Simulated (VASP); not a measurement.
# TaN3 (Pmmn) in VASP: single point with PBE

Aim: the single point of TaN3 with PBE.

Everything below comes from runs of VASP 6.6.1. Logs are shortened: lines on timing, memory, paths and dates and some standing lists are left out, and cuts for length are marked.

### Step 1. The cell of the first run

The structure is orthorhombic, space group Pmmn (No. 59). The conventional cell has a = 3.849 Å, b = 4.674 Å, c = 4.114 Å, α = 90.00°, β = 90.00°, γ = 90.00°. N (site symmetry mm2) has 4 Ta at 2.31 to 2.34 Å and 8 N at 2.37 to 2.38 Å within 3.1 Å. N (site symmetry m) has 8 N at 2.31 to 2.38 Å and 4 Ta at 2.37 to 2.38 Å within 3.1 Å. Within 3.1 Å of Ta (site symmetry mm2) lie 12 N at 2.31 to 2.38 Å.

### Step 2. Single point, PBE

INCAR

```
PREC = Accurate
ENCUT = 600
EDIFF = 1E-6
ISMEAR = -1
SIGMA = 0.0123
LREAL = False
LASPH = True
NELM = 120
ALGO = Normal
ISIF = 2
LWAVE = False
LCHARG = False
GGA = PE
NELECT = 51.0
NBANDS = 36
GGA_COMPAT = False
```

KPOINTS

```
Automatic mesh
0
Gamma
  6 8 7
```

POSCAR

```
TaN3
1.0
    4.6743750000      0.0000000000      0.0000000000
    0.0000000000      3.8488900000      0.0000000000
    0.0000000000      0.0000000000      4.1139230000
N Ta
6 2
Direct
    0.0000000000      0.5000000000      0.3450000000
    0.5000000000      0.0000000000      0.6550000000
    0.2500000000      0.0000000000      0.1550000000
    0.7500000000      0.0000000000      0.1550000000
    0.7500000000      0.5000000000      0.8450000000
    0.2500000000      0.5000000000      0.8450000000
    0.0000000000      0.0000000000      0.6550000000
    0.5000000000      0.5000000000      0.3450000000
```

Potentials or basis: VASP PAW PBE potentials, release 64 (N, Ta_pv).

The run is started by

```
$ cat potpaw_PBE.64/N/POTCAR potpaw_PBE.64/Ta_pv/POTCAR > POTCAR
$ mpirun -np 1 vasp_std > vasp.out
```

OUTCAR:

```text
PREC = Accurate
   ENCUT = 600
   EDIFF = 1E-6
   ISMEAR = -1
   LREAL = False
   LASPH = True
   NELM = 120
   ISIF = 2
   GGA = PE
   NELECT = 51.0

 ion  position               nearest neighbor table
   1  0.000  0.500  0.345-   7 2.31   7 2.31   8 2.34   8 2.34
   2  0.500  0.000  0.655-   8 2.31   8 2.31   7 2.34   7 2.34
   3  0.250  0.000  0.155-   7 2.37   7 2.37   8 2.38   8 2.38
   4  0.750  0.000  0.155-   7 2.37   7 2.37   8 2.38   8 2.38
   5  0.750  0.500  0.845-   8 2.37   8 2.37   7 2.38   7 2.38
   6  0.250  0.500  0.845-   8 2.37   8 2.37   7 2.38   7 2.38
   7  0.000  0.000  0.655-   1 2.31   1 2.31   2 2.34   2 2.34   3 2.37   4 2.37   3 2.37   4 2.37
                             5 2.38   5 2.38   6 2.38   6 2.38   8 3.29   8 3.29   8 3.29   8 3.29
   8  0.500  0.500  0.345-   2 2.31   2 2.31   1 2.34   1 2.34   5 2.37   6 2.37   5 2.37   6 2.37
                             3 2.38   3 2.38   4 2.38   4 2.38   7 3.29   7 3.29   7 3.29   7 3.29

  LATTYP: Found a simple orthorhombic cell.
 ALAT       =     3.8488900000
 B/A-ratio  =     1.0688595933
 C/A-ratio  =     1.2144735235

  Lattice vectors:

 A1 = (   0.0000000000,   3.8488900000,   0.0000000000)
 A2 = (   0.0000000000,   0.0000000000,   4.1139230000)
 A3 = (   4.6743750000,   0.0000000000,   0.0000000000)

Analysis of symmetry for initial positions (statically):
=====================================================================
 Subroutine PRICEL returns:
 Original cell was already a primitive cell.

 Routine SETGRP: Setting up the symmetry group for a
 simple orthorhombic supercell.

 Subroutine GETGRP returns: Found  8 space group operations
 (whereof  4 operations were pure point group operations)
 out of a pool of  8 trial point group operations.

The static configuration has the point symmetry C_2v.
 The point group associated with its full space group is D_2h.

Analysis of symmetry for dynamics (positions and initial velocities):
=====================================================================
 Subroutine PRICEL returns:
 Original cell was already a primitive cell.

 Routine SETGRP: Setting up the symmetry group for a
 simple orthorhombic supercell.

 Subroutine GETGRP returns: Found  8 space group operations
 (whereof  4 operations were pure point group operations)
 out of a pool of  8 trial point group operations.

The dynamic configuration has the point symmetry C_2v.
 The point group associated with its full space group is D_2h.

 Subroutine INISYM returns: Found  8 space group operations
 (whereof  4 operations are pure point group operations),
 and found     1 'primitive' translations

----------------------------------------------------------------------------------------

                                     Primitive cell

  volume of cell :      74.0142

  direct lattice vectors                    reciprocal lattice vectors
     4.674375000  0.000000000  0.000000000     0.213932344  0.000000000  0.000000000
     0.000000000  3.848890000  0.000000000     0.000000000  0.259815167  0.000000000
     0.000000000  0.000000000  4.113923000     0.000000000  0.000000000  0.243076985

  length of vectors
     4.674375000  3.848890000  4.113923000     0.213932344  0.259815167  0.243076985

  position of ions in fractional coordinates (direct lattice)
     0.000000000  0.500000000  0.345000000
     0.500000000  0.000000000  0.655000000
     0.250000000  0.000000000  0.155000000
     0.750000000  0.000000000  0.155000000
     0.750000000  0.500000000  0.845000000
     0.250000000  0.500000000  0.845000000
     0.000000000  0.000000000  0.655000000
     0.500000000  0.500000000  0.345000000

  ion indices of the primitive-cell ions
   primitive index   ion index
                 1           1
                 2           2
                 3           3
                 4           4
                 5           5
                 6           6
                 7           7
                 8           8

----------------------------------------------------------------------------------------

 KPOINTS: Automatic mesh

Automatic generation of k-mesh.
 Grid dimensions read from file:
 generate k-points for:    6    8    7

 Generating k-lattice:

  Cartesian coordinates                     Fractional coordinates (reciprocal lattice)
     0.035655391  0.000000000  0.000000000     0.166666667  0.000000000  0.000000000
     0.000000000  0.032476896  0.000000000     0.000000000  0.125000000  0.000000000
     0.000000000  0.000000000  0.034725284     0.000000000  0.000000000  0.142857143

  Length of vectors
     0.035655391  0.032476896  0.034725284

  Shift w.r.t. Gamma in fractional coordinates (k-lattice)
     0.000000000  0.000000000  0.000000000

 Subroutine IBZKPT returns following result:
 ===========================================

 Found     80 irreducible k-points:

 Following reciprocal coordinates:
            Coordinates               Weight
  0.000000  0.000000  0.000000      1.000000
  0.166667  0.000000  0.000000      2.000000
  0.333333  0.000000  0.000000      2.000000
  0.500000  0.000000  0.000000      1.000000
  0.000000  0.125000  0.000000      2.000000
  0.166667  0.125000  0.000000      4.000000
[... 16 lines left out ...]
  0.333333  0.000000  0.142857      4.000000
  0.500000  0.000000  0.142857      2.000000
 [... further k-points ...]
   k-points           NKPTS =     80   k-points in BZ     NKDIM =     80   number of bands    NBANDS=     36
   number of dos      NEDOS =    301   number of ions     NIONS =      8
   total plane-waves  NPLWV =  46080
   dimension x,y,z NGX =    40 NGY =   32 NGZ =   36
   dimension x,y,z NGXF=    80 NGYF=   64 NGZF=   72
   ions per type =               6   2
   NGX,Y,Z   is equivalent  to a cutoff of  14.23, 13.82, 14.55 a.u.
   NGXF,Y,Z  is equivalent  to a cutoff of  28.45, 27.64, 29.10 a.u.
 SYSTEM =  unknown system
   PREC   = accura    normal or accurate (medium, high low for compatibility)
   ISTART =      0    job   : 0-new  1-cont  2-samecut
   ICHARG =      2    charge: 1-file 2-atom 10-const
   ISPIN  =      1    spin polarized calculation?
   LNONCOLLINEAR =      F non collinear calculations
   LSORBIT =      F    spin-orbit coupling
   LASPH  =      T    aspherical Exc in radial PAW
   ENCUT  =  600.0 eV  44.10 Ry    6.64 a.u.   9.34  7.69  8.22*2*pi/ulx,y,z
   NELM   =    120;   NELMIN=  2; NELMDL= -5     # of ELM steps
   EDIFF  = 0.1E-05   stopping-criterion for ELM
   LREAL  =      F    real-space projection
   EDIFFG = 0.1E-04   stopping-criterion for IOM
   NSW    =      0    number of steps for IOM
   IBRION =     -1    ionic relax: 0-MD 1-quasi-New 2-CG
   NFREE  =      0    steps in history (QN), initial steepest desc. (CG)
   ISIF   =      2    stress and relaxation
   ISYM   =      2    0-nonsym 1-usesym 2-fastsym
   POTIM  = 0.5000    time-step for ionic-motion
   TEBEG  =    0.0;   TEEND  =   0.0 temperature during run
   PSTRESS=    0.0 pullay stress
   NELECT =      51.0000    total number of electrons
   NUPDOWN=      -1.0000    fix difference up-down
   EMIN   =  10.00;   EMAX   =-10.00  energy-range for DOS
   EFERMI =   0.00;   METHOD = LEGACY
   ISMEAR =    -1;   SIGMA  =   0.01  broadening in eV -4-tet -1-fermi 0-gaus
   EFERMI_NEDOS =   21; number of points for ismear=-14 and -15
   IALGO  =     38    algorithm
   IMIX   =      4    mixing-type and parameters
     AMIX     =   0.40;   BMIX     =  1.00
     AMIX_MAG =   1.60;   BMIX_MAG =  1.00
  volume/ion in A,a.u.               =       9.25        62.43
  Fermi-wavevector in a.u.,A,eV,Ry     =   1.445972  2.732490 28.447529  2.090834
  Thomas-Fermi vector in A             =   2.564093
   LORBIT       =      0    0 simple, 1 ext, 2 COOP (PROOUT), +10 PAW based schemes
   GGA     = PE    functional components
   LHFCALC =     F    Hartree Fock is set to
   AEXX    =    0.0000 exact exchange contribution
   IVDW    =     0    specifies the selected vdW correction
   LEPSILON=     F    determine dielectric tensor
   LRPA    =     F    only Hartree local field effects (RPA)
 non-spin polarized calculation
  energy-cutoff  :      600.00
  volume of cell :       74.01
 maximum number of plane-waves:      2492
 NGX is ok and might be reduce to    40
   NGX = 19   NGY = 15   NGZ = 17

 number of electron      51.0000000 magnetization

 Free energy of the ion-electron system (eV)
  ---------------------------------------------------
  ext. energy  EPLUGINS =         0.00000000
  ---------------------------------------------------
  free energy    TOTEN  =       -70.48809101 eV

  energy without entropy =      -70.48472475  energy(sigma->0) =      -70.48640788

 E-fermi :   6.1600     XC(G=0): -12.8770

 val. band max:        6.1587540506   @ k =   0.3333   0.1250   0.0000
 cond. band min:       6.1610795936   @ k =   0.3333   0.2500   0.1429
 fundamental gap:      0.0023255429
 Fermi energy:         6.1599545389

 k-point     1 :       0.0000    0.0000    0.0000
  band No.  band energies     occupation
      1     -28.9816      2.00000
      2     -28.8176      2.00000
      3     -28.7793      2.00000
      4     -28.7565      2.00000
      5     -28.7384      2.00000
      6     -28.6879      2.00000
[... 28 lines left out ...]
     35      10.9369      0.00000
     36      11.7612      0.00000

 k-point     2 :       0.1667    0.0000    0.0000
  band No.  band energies     occupation
      1     -28.9734      2.00000
      2     -28.8089      2.00000
      3     -28.8083      2.00000
      4     -28.7421      2.00000
      5     -28.7364      2.00000
      6     -28.6966      2.00000
[... 28 lines left out ...]
     35      11.3995      0.00000
     36      11.5724      0.00000

 k-point     3 :       0.3333    0.0000    0.0000
  band No.  band energies     occupation
      1     -28.9483      2.00000
      2     -28.8569      2.00000
      3     -28.7852      2.00000
      4     -28.7320      2.00000
      5     -28.7316      2.00000
      6     -28.7203      2.00000
[... 28 lines left out ...]
     35      11.5568      0.00000
     36      11.7576      0.00000

 k-point     4 :       0.5000    0.0000    0.0000
  band No.  band energies     occupation
      1     -28.9074      2.00000
      2     -28.9074      2.00000
      3     -28.7527      2.00000
      4     -28.7527      2.00000
      5     -28.7292      2.00000
      6     -28.7292      2.00000
[... 28 lines left out ...]
     35      11.9824      0.00000
     36      11.9824      0.00000

 k-point     5 :       0.0000    0.1250    0.0000
  band No.  band energies     occupation
      1     -28.9722      2.00000
      2     -28.8266      2.00000
      3     -28.7823      2.00000
      4     -28.7643      2.00000
      5     -28.7345      2.00000
      6     -28.6971      2.00000
[... 655 lines left out ...]
 k-point    22 :       0.1667    0.0000    0.1429
  band No.  band energies     occupation
      1     -28.9715      2.00000
      2     -28.8122      2.00000
      3     -28.8075      2.00000
      4     -28.7524      2.00000
      5     -28.7347      2.00000
      6     -28.6974      2.00000
[... 28 lines left out ...]
     35      11.4200      0.00000
     36      11.5579      0.00000

 k-point    23 :       0.3333    0.0000    0.1429
  band No.  band energies     occupation
      1     -28.9495      2.00000
      2     -28.8619      2.00000
      3     -28.7842      2.00000
      4     -28.7409      2.00000
      5     -28.7267      2.00000
      6     -28.7206      2.00000
[... 28 lines left out ...]
     35      11.6130      0.00000
     36      11.6595      0.00000

 k-point    24 :       0.5000    0.0000    0.1429
  band No.  band energies     occupation
      1     -28.9114      2.00000
      2     -28.9114      2.00000
      3     -28.7524      2.00000
      4     -28.7524      2.00000
      5     -28.7302      2.00000
      6     -28.7302      2.00000
[... 28 lines left out ...]
     35      11.9655      0.00000
     36      11.9661      0.00000

 [... further k-points ...]

------------------------ aborting loop because EDIFF is reached ----------------------------------------

  FORCE on cell =-STRESS in cart. coord.  units (eV):
  Direction    XX          YY          ZZ          XY          YZ          ZX
  --------------------------------------------------------------------------------------
  -------------------------------------------------------------------------------------
  Total      -25.2698668    -13.9744748    -16.3938825      0.0000000      0.0000000      0.0000000
  in kB     -547.0138541   -302.5038240   -354.8764596      0.0000000      0.0000000      0.0000000
  external PRESSURE =    -401.4647125 kB  Pullay stress =       0.0000000 kB

 VOLUME and BASIS-vectors are now :
 -----------------------------------------------------------------------------
  energy-cutoff  :      600.00
  volume of cell :       74.01
      direct lattice vectors                 reciprocal lattice vectors
     4.674375000  0.000000000  0.000000000     0.213932344  0.000000000  0.000000000
     0.000000000  3.848890000  0.000000000     0.000000000  0.259815167  0.000000000
     0.000000000  0.000000000  4.113923000     0.000000000  0.000000000  0.243076985

 POSITION                                       TOTAL-FORCE (eV/Angst)
 -----------------------------------------------------------------------------------
      0.00000      1.92444      1.41930         0.000000      0.000000      1.396443
      2.33719      0.00000      2.69462         0.000000      0.000000     -1.396443
      1.16859      0.00000      0.63766         0.245546     -0.000000     -0.232730
      3.50578      0.00000      0.63766        -0.245546      0.000000     -0.232730
      3.50578      1.92444      3.47626         0.245546     -0.000000      0.232730
      1.16859      1.92444      3.47626        -0.245546      0.000000      0.232730
      0.00000      0.00000      2.69462         0.000000      0.000000      1.193224
      2.33719      1.92444      1.41930         0.000000      0.000000     -1.193224
 -----------------------------------------------------------------------------------
    total drift:                                0.000000     -0.000000      0.000000

  FREE ENERGIE OF THE ION-ELECTRON SYSTEM (eV)
  ---------------------------------------------------
  free  energy   TOTEN  =       -70.4880910127 eV

  energy  without entropy=      -70.4847247454  energy(sigma->0) =      -70.48640788
```

Run time: 6.1 min. Hardware: 1 thread of Oxide Virtual Turin-like, shared host; peak memory 0.31 GiB.

What came out:

```yaml
Free_energy: -70.4881 eV
Largest_force: 1.396 eV/Å
```

Forces in eV/Å, atoms in the order of the input:
```
N    0.000  0.000  1.396
N    0.000  0.000 -1.396
N    0.246  0.000 -0.233
N   -0.246  0.000 -0.233
N    0.246  0.000  0.233
N   -0.246  0.000  0.233
Ta   0.000  0.000  1.193
Ta   0.000  0.000 -1.193
```

Levels at points of the mesh, in eV from the Fermi level:
```tsv
k point	band 24	band 25	band 26	band 27	band 28	band 29
(0.00, 0.00, 0.00)	-0.86	-0.55	0.77	1.22	1.54	1.99
(0.50, 0.00, 0.00)	-1.64	-1.11	-1.11	0.81	0.81	1.30
(0.00, 0.50, 0.00)	-0.29	1.19	1.19	1.47	1.47	1.70
(0.50, 0.50, 0.00)	-1.43	0.05	0.05	0.64	0.64	1.56
```

Caveat: the cell carries a net charge on a neutralising background, which shifts energy and pressure; the cell is charged against a uniform background, so pressure and absolute levels hang on convention; spin-orbit coupling is left out, which moves the levels of the heavy elements; an odd number of electrons without spin polarisation forces a metal; a magnetic or distorted state may lie lower.
